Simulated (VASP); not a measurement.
# As (R-3m) in VASP: notebook

The runs below take As through relaxation of cell and atoms, with PBEsol.

All numbers are computed with VASP 6.6.1; they aren't measurements. Logs are shortened: lines on timing, memory, paths and dates and some standing lists are left out, and cuts for length are marked.

**1. The cell of the first run**

It takes space group R-3m (No. 166, trigonal). Conventional cell: a = 3.762 Å, b = 3.762 Å, c = 10.542 Å, α = 90.00°, β = 90.00°, γ = 120.00°. Within 3.3 Å of As (site symmetry 3m) lie 6 As at 2.51 to 3.14 Å.

**2. Relaxation of cell and atoms, PBEsol, target pressure 5 GPa, at which the enthalpy is minimised**

INCAR

```
SYSTEM = As
PREC = Accurate
ENCUT = 600
EDIFF = 1E-6
ISMEAR = -1
SIGMA = 0.05
LREAL = .FALSE.
LASPH = .TRUE.
NELM = 60
ALGO = Normal
ISIF = 3
LWAVE = .FALSE.
LCHARG = .FALSE.
GGA = PS
IBRION = 2
NSW = 60
EDIFFG = -0.01
PSTRESS = 50.0
```

KPOINTS

```
Automatic mesh
0
G
  9 9 9
  0 0 0
```

POSCAR

```
As
1.0
    1.8807968987      1.0858785957      3.5140619945
   -1.8807968987      1.0858785957      3.5140619945
    0.0000000000     -2.1717571915      3.5140619945
As
2
Direct
    0.2260000000      0.2260000000      0.2260000000
    0.7740000000      0.7740000000      0.7740000000
```

Potentials or basis: VASP PAW PBE potentials, release 64 (As).

Run with:

```console
> cat potpaw_PBE.64/As/POTCAR > POTCAR
> mpirun -np 1 vasp_std > vasp.out
```

OUTCAR:

```text
SYSTEM = As
   PREC = Accurate
   ENCUT = 600
   EDIFF = 1E-6
   ISMEAR = -1
   LREAL = .FALSE.
   LASPH = .TRUE.
   NELM = 60
   ISIF = 3
   GGA = PS
   IBRION = 2
   NSW = 60
   EDIFFG = -0.01
   PSTRESS = 50.0

 ion  position               nearest neighbor table
   1  0.226  0.226  0.226-   2 2.51   2 2.51   2 2.51
   2  0.774  0.774  0.774-   1 2.51   1 2.51   1 2.51

  LATTYP: Found a trigonal (rhomboedric) cell.
 ALAT       =     4.1310000000
 COS(alpha) =     0.5854247172

  Lattice vectors:

 A1 = (   1.8807968987,   1.0858785957,   3.5140619945)
 A2 = (  -1.8807968987,   1.0858785957,   3.5140619945)
 A3 = (   0.0000000000,  -2.1717571915,   3.5140619945)

Analysis of symmetry for initial positions (statically):
=====================================================================
 Subroutine PRICEL returns:
 Original cell was already a primitive cell.

 Routine SETGRP: Setting up the symmetry group for a
 trigonal (rhombohedral) supercell.

 Subroutine GETGRP returns: Found 12 space group operations
 (whereof 12 operations were pure point group operations)
 out of a pool of 12 trial point group operations.

The static configuration has the point symmetry D_3d.

Analysis of symmetry for dynamics (positions and initial velocities):
=====================================================================
 Subroutine PRICEL returns:
 Original cell was already a primitive cell.

 Routine SETGRP: Setting up the symmetry group for a
 trigonal (rhombohedral) supercell.

 Subroutine GETGRP returns: Found 12 space group operations
 (whereof 12 operations were pure point group operations)
 out of a pool of 12 trial point group operations.

The dynamic configuration has the point symmetry D_3d.

 Subroutine INISYM returns: Found 12 space group operations
 (whereof 12 operations are pure point group operations),
 and found     1 'primitive' translations

----------------------------------------------------------------------------------------

                                     Primitive cell

  volume of cell :      43.0610

  direct lattice vectors                    reciprocal lattice vectors
     1.880796899  1.085878596  3.514061995     0.265844760  0.153485544  0.094856987
    -1.880796899  1.085878596  3.514061995    -0.265844760  0.153485544  0.094856987
     0.000000000 -2.171757191  3.514061995     0.000000000 -0.306971087  0.094856987

  length of vectors
     4.131000000  4.131000000  4.131000000     0.321292852  0.321292852  0.321292852

  position of ions in fractional coordinates (direct lattice)
     0.226000000  0.226000000  0.226000000
     0.774000000  0.774000000  0.774000000

  ion indices of the primitive-cell ions
   primitive index   ion index
                 1           1
                 2           2

----------------------------------------------------------------------------------------

 KPOINTS: Automatic mesh

Automatic generation of k-mesh.
 Grid dimensions read from file:
 generate k-points for:    9    9    9

 Generating k-lattice:

  Cartesian coordinates                     Fractional coordinates (reciprocal lattice)
     0.029538307  0.017053949  0.010539665     0.111111111  0.000000000 -0.000000000
    -0.029538307  0.017053949  0.010539665     0.000000000  0.111111111 -0.000000000
     0.000000000 -0.034107899  0.010539665    -0.000000000 -0.000000000  0.111111111

  Length of vectors
     0.035699206  0.035699206  0.035699206

  Shift w.r.t. Gamma in fractional coordinates (k-lattice)
     0.000000000  0.000000000  0.000000000

 Subroutine IBZKPT returns following result:
 ===========================================

 Found     85 irreducible k-points:

 Following reciprocal coordinates:
            Coordinates               Weight
  0.000000  0.000000  0.000000      1.000000
  0.111111 -0.000000 -0.000000      6.000000
  0.222222 -0.000000 -0.000000      6.000000
  0.333333 -0.000000 -0.000000      6.000000
  0.444444 -0.000000 -0.000000      6.000000
  0.111111  0.111111 -0.000000      6.000000
[... 16 lines left out ...]
 -0.333333  0.333333  0.000000      6.000000
  0.444444  0.444444 -0.000000      6.000000
 [... further k-points ...]
   k-points           NKPTS =     85   k-points in BZ     NKDIM =     85   number of bands    NBANDS=      9
   number of dos      NEDOS =    301   number of ions     NIONS =      2
   total plane-waves  NPLWV =  46656
   dimension x,y,z NGX =    36 NGY =   36 NGZ =   36
   dimension x,y,z NGXF=    72 NGYF=   72 NGZF=   72
   ions per type =               2
   NGX,Y,Z   is equivalent  to a cutoff of  14.49, 14.49, 14.49 a.u.
   NGXF,Y,Z  is equivalent  to a cutoff of  28.98, 28.98, 28.98 a.u.
 SYSTEM =  As
   PREC   = accura    normal or accurate (medium, high low for compatibility)
   ISTART =      0    job   : 0-new  1-cont  2-samecut
   ICHARG =      2    charge: 1-file 2-atom 10-const
   ISPIN  =      1    spin polarized calculation?
   LNONCOLLINEAR =      F non collinear calculations
   LSORBIT =      F    spin-orbit coupling
   LASPH  =      T    aspherical Exc in radial PAW
   ENCUT  =  600.0 eV  44.10 Ry    6.64 a.u.   8.25  8.25  8.25*2*pi/ulx,y,z
   NELM   =     60;   NELMIN=  2; NELMDL= -5     # of ELM steps
   EDIFF  = 0.1E-05   stopping-criterion for ELM
   LREAL  =      F    real-space projection
   EDIFFG = -.1E-01   stopping-criterion for IOM
   NSW    =     60    number of steps for IOM
   IBRION =      2    ionic relax: 0-MD 1-quasi-New 2-CG
   NFREE  =      1    steps in history (QN), initial steepest desc. (CG)
   ISIF   =      3    stress and relaxation
   ISYM   =      2    0-nonsym 1-usesym 2-fastsym
   POTIM  = 0.5000    time-step for ionic-motion
   TEBEG  =    0.0;   TEEND  =   0.0 temperature during run
   PSTRESS=   50.0 pullay stress
   NELECT =      10.0000    total number of electrons
   NUPDOWN=      -1.0000    fix difference up-down
   EMIN   =  10.00;   EMAX   =-10.00  energy-range for DOS
   EFERMI =   0.00;   METHOD = LEGACY
   ISMEAR =    -1;   SIGMA  =   0.05  broadening in eV -4-tet -1-fermi 0-gaus
   EFERMI_NEDOS =   21; number of points for ismear=-14 and -15
   IALGO  =     38    algorithm
   IMIX   =      4    mixing-type and parameters
     AMIX     =   0.40;   BMIX     =  1.00
     AMIX_MAG =   1.60;   BMIX_MAG =  1.00
  volume/ion in A,a.u.               =      21.53       145.29
  Fermi-wavevector in a.u.,A,eV,Ry     =   1.006268  1.901570 13.776916  1.012575
  Thomas-Fermi vector in A             =   2.138999
   LORBIT       =      0    0 simple, 1 ext, 2 COOP (PROOUT), +10 PAW based schemes
   GGA     = PS    functional components
   LHFCALC =     F    Hartree Fock is set to
   AEXX    =    0.0000 exact exchange contribution
   IVDW    =     0    specifies the selected vdW correction
   LEPSILON=     F    determine dielectric tensor
   LRPA    =     F    only Hartree local field effects (RPA)
 conjugate gradient relaxation of ions
 non-spin polarized calculation
  energy-cutoff  :      600.00
  volume of cell :       43.06
 maximum number of plane-waves:      1461
 NGX is ok and might be reduce to    36
   NGX = 17   NGY = 17   NGZ = 17

--------------------------------------- Ionic step        1  -------------------------------------------

 number of electron      10.0000000 magnetization

 Free energy of the ion-electron system (eV)
  ---------------------------------------------------
  ext. energy  EPLUGINS =         0.00000000
  ---------------------------------------------------
  free energy    TOTEN  =       -10.20488266 eV

  energy without entropy =      -10.20334852  energy(sigma->0) =      -10.20411559

------------------------ aborting loop because EDIFF is reached ----------------------------------------

  FORCE on cell =-STRESS in cart. coord.  units (eV):
  Direction    XX          YY          ZZ          XY          YZ          ZX
  --------------------------------------------------------------------------------------
  -------------------------------------------------------------------------------------
  Total        0.2653645      0.2653645      0.0282156      0.0000000     -0.0000000      0.0000000
  in kB        9.8734641      9.8734641      1.0498210      0.0000000     -0.0000000      0.0000000
  external PRESSURE =     -43.0677502 kB  Pullay stress =      50.0000000 kB
[... 93 lines left out ...]
  FREE ENERGIE OF THE ION-ELECTRON SYSTEM (eV)
  ---------------------------------------------------
  free  energy   TOTEN  =       -10.1598713720 eV

  energy  without entropy=      -10.1581939981  energy(sigma->0) =      -10.15903269

  enthalpy is  TOTEN    =        -8.9144417603 eV   P V=        1.2454296117

[... ionic steps 4 to 8 ...]

--------------------------------------- Ionic step        9  -------------------------------------------

 number of electron      10.0000000 magnetization

------------------------ aborting loop because EDIFF is reached ----------------------------------------

  FORCE on cell =-STRESS in cart. coord.  units (eV):
  Direction    XX          YY          ZZ          XY          YZ          ZX
  --------------------------------------------------------------------------------------
  -------------------------------------------------------------------------------------
  Total        1.1086492      1.1086492      1.0945848     -0.0000000     -0.0000000     -0.0000000
  in kB       45.5955737     45.5955737     45.0171452     -0.0000000     -0.0000000     -0.0000000
  external PRESSURE =      -4.5972358 kB  Pullay stress =      50.0000000 kB
[... 61 lines left out ...]
  enthalpy is  TOTEN    =        -8.9707699709 eV   P V=        1.2038684066

--------------------------------------- Ionic step       11  -------------------------------------------

 number of electron      10.0000000 magnetization

 Free energy of the ion-electron system (eV)
  ---------------------------------------------------
  ext. energy  EPLUGINS =         0.00000000
  ---------------------------------------------------
  free energy    TOTEN  =       -10.18203163 eV

  energy without entropy =      -10.17981608  energy(sigma->0) =      -10.18092386

 E-fermi :   6.4772     XC(G=0): -10.6036

 val. band max:        6.4760032435   @ k =   0.3333   0.1111   0.1111
 cond. band min:       6.4948122457   @ k =   0.3333   0.2222   0.2222
 fundamental gap:      0.0188090022
 Fermi energy:         6.4772136632

 k-point     1 :       0.0000    0.0000    0.0000
  band No.  band energies     occupation
      1      -9.2695      2.00000
      2       1.3626      2.00000
      3       4.0127      2.00000
      4       4.2206      2.00000
      5       4.2206      2.00000
      6       9.0269      0.00000
      7       9.8801      0.00000
      8       9.8801      0.00000
      9      12.5571      0.00000
[... 265 lines left out ...]
 k-point    24 :       0.4444    0.4444   -0.0000
  band No.  band energies     occupation
      1      -6.2725      2.00000
      2      -2.8622      2.00000
      3      -0.3105      2.00000
      4       1.7709      2.00000
      5       1.8107      2.00000
      6       7.9497      0.00000
      7      12.5689      0.00000
      8      13.2273      0.00000
      9      14.4146      0.00000

 [... further k-points ...]
[... 5 lines left out ...]
  --------------------------------------------------------------------------------------
  -------------------------------------------------------------------------------------
  Total        1.2182347      1.2182347      1.2170474     -0.0000000     -0.0000000      0.0000000
  in kB       50.3119291     50.3119291     50.2628950     -0.0000000     -0.0000000      0.0000000
  external PRESSURE =       0.2955844 kB  Pullay stress =      50.0000000 kB
[... 17 lines left out ...]
  FREE ENERGIE OF THE ION-ELECTRON SYSTEM (eV)
  ---------------------------------------------------
  free  energy   TOTEN  =       -10.1820316306 eV

  energy  without entropy=      -10.1798160819  energy(sigma->0) =      -10.18092386

  enthalpy is  TOTEN    =        -8.9713498791 eV   P V=        1.2106817515

 reached required accuracy - stopping structural energy minimisation
```

Run time: 2.2 min. Hardware: 1 thread of AMD EPYC 9R45 (Zen 5), shared host; peak memory 0.2 GiB.

What came out:

```yaml
Free_energy: -10.1820 eV
Relaxed_volume: 19.40 Å³/atom
Relaxed_cell: a = 3.870 Å, b = 3.870 Å, c = 3.870 Å, α = 57.66°, β = 57.66°, γ = 57.66°
Space_group_after_relaxing_to_0.05_Å: R-3m (No. 166)
Energy_change_on_relaxing_the_enthalpy_is_what_falls: +11.4 meV/atom
Ionic_steps: 11
Pressure_after_relaxing: 5.0 GPa
Largest_force_after_relaxing: 0.005 eV/Å
Band_gap_on_the_k_mesh: zero (band 5 reaches 6.49 eV, above the bottom of band 6 at 6.41 eV)
```

Forces in eV/Å, atoms in the order of the input:
```
As   0.000  0.000 -0.005
As   0.000  0.000  0.005
```

Step by step:
```tsv
step	energy change (eV)	largest force (eV/Å)	pressure (GPa)	volume (Å³)
1	0.0000	0.4400	0.69	43.06
2	0.0569	0.7043	7.31	39.55
3	0.0450	0.6692	6.53	39.91
4	0.0278	0.1281	5.56	39.14
5	0.0370	0.1431	5.26	38.67
6	0.0352	0.1150	5.29	38.72
7	0.0233	0.0790	4.86	38.86
8	0.0183	0.0526	4.56	38.95
9	0.0181	0.0506	4.54	38.96
10	0.0302	0.0578	5.69	38.58
11	0.0229	0.0052	5.03	38.79
```

Final structure:
```yaml
crystal:
  lattice:
    - [1.86644, 1.07759, 3.21479]
    - [-1.86644, 1.07759, 3.21479]
    - [0.00000, -2.15518, 3.21479]
  atoms:
    - { symbol: As, position: [0.23386, 0.23386, 0.23386] }
    - { symbol: As, position: [0.76614, 0.76614, 0.76614] }
```

Caveat: the cell is relaxed towards a set pressure, so the enthalpy falls and the energy may rise; the PAW data sets were made with another functional, which shifts forces and pressure a little.

**3. Relaxation of cell and atoms, PBEsol, target pressure 10 GPa, at which the enthalpy is minimised**

INCAR

```
  PREC = Accurate
  ENCUT = 600
  EDIFF = 1E-6
  ISMEAR = -1
  SIGMA = 0.05
  LREAL = F
  LASPH = T
  NELM = 60
  ALGO = Normal
  ISIF = 3
  LWAVE = F
  LCHARG = F
  GGA = PS
  IBRION = 2
  NSW = 60
  EDIFFG = -0.01
  PSTRESS = 100.0
```

KPOINTS

```
Automatic mesh
0
Gamma
  9 9 9
```

POSCAR is that of step 2.

Potentials or basis: VASP PAW PBE potentials, release 64 (As).

Run with:

```console
> cat potpaw_PBE.64/As/POTCAR > POTCAR
> mpirun -np 1 vasp_std > vasp.out
```

It took 2.8 min on 1 thread of AMD EPYC 9R45 (Zen 5), shared host; peak memory 0.2 GiB.

Results (log left out):

```yaml
Free_energy: -10.0869 eV
Relaxed_volume: 18.36 Å³/atom
Relaxed_cell: a = 3.781 Å, b = 3.781 Å, c = 3.781 Å, α = 58.28°, β = 58.28°, γ = 58.28°
Space_group_after_relaxing_to_0.05_Å: R-3m (No. 166)
Energy_change_on_relaxing_the_enthalpy_is_what_falls: +59.0 meV/atom
Ionic_steps: 16
Pressure_after_relaxing: 10.0 GPa
Band_gap_on_the_k_mesh: zero (band 5 reaches 7.30 eV, above the bottom of band 6 at 6.92 eV)
```

Stress tensor (GPa, compression positive):
```
10.06  0.00  0.00
 0.00 10.06  0.00
 0.00  0.00  9.96
```

The path:
| step | energy change (eV) | largest force (eV/Å) | pressure (GPa) | volume (Å³) |
| --- | --- | --- | --- | --- |
| 1 | 0.0000 | 0.4400 | 0.69 | 43.06 |
| 2 | 0.3782 | 1.6811 | 20.69 | 35.73 |
| 3 | 0.1339 | 1.1085 | 11.04 | 38.50 |
| 4 | 0.1171 | 0.4002 | 10.75 | 37.29 |
| 5 | 0.1687 | 0.1158 | 11.71 | 36.15 |
| 6 | 0.1542 | 0.0323 | 11.43 | 36.37 |
| 7 | 0.0910 | 0.1485 | 8.28 | 37.27 |
| 8 | 0.1014 | 0.1297 | 8.87 | 37.10 |
| 9 | 0.1049 | 0.0120 | 9.50 | 36.94 |
| 10 | 0.1065 | 0.0384 | 9.62 | 36.91 |
| 11 | 0.1067 | 0.0417 | 9.62 | 36.91 |
| 12 | 0.1206 | 0.0400 | 10.31 | 36.68 |
| 13 | 0.1166 | 0.0407 | 10.12 | 36.74 |
| 14 | 0.1167 | 0.0057 | 10.00 | 36.74 |
| 15 | 0.1167 | 0.0041 | 9.97 | 36.74 |
| 16 | 0.1180 | 0.0020 | 10.02 | 36.72 |

Final structure:
```yaml
crystal:
  lattice:
    - [1.84123, 1.06303, 3.12672]
    - [-1.84123, 1.06303, 3.12672]
    - [0.00000, -2.12607, 3.12672]
  atoms:
    - { symbol: As, position: [0.23642, 0.23642, 0.23642] }
    - { symbol: As, position: [0.76358, 0.76358, 0.76358] }
```

Levels at points of the mesh, in eV from the Fermi level:
| k point | band 1 | band 2 | band 3 | band 4 | band 5 | band 6 | band 7 | band 8 | band 9 |
| --- | --- | --- | --- | --- | --- | --- | --- | --- | --- |
| (0.00, 0.00, 0.00) | -16.19 | -4.68 | -2.52 | -2.32 | -2.32 | 2.95 | 3.69 | 3.69 | 5.91 |

Caveat: the cell is relaxed towards a set pressure, so the enthalpy falls and the energy may rise; the PAW data sets were made with another functional, which shifts forces and pressure a little.

(Continued in part 2 of 2.)
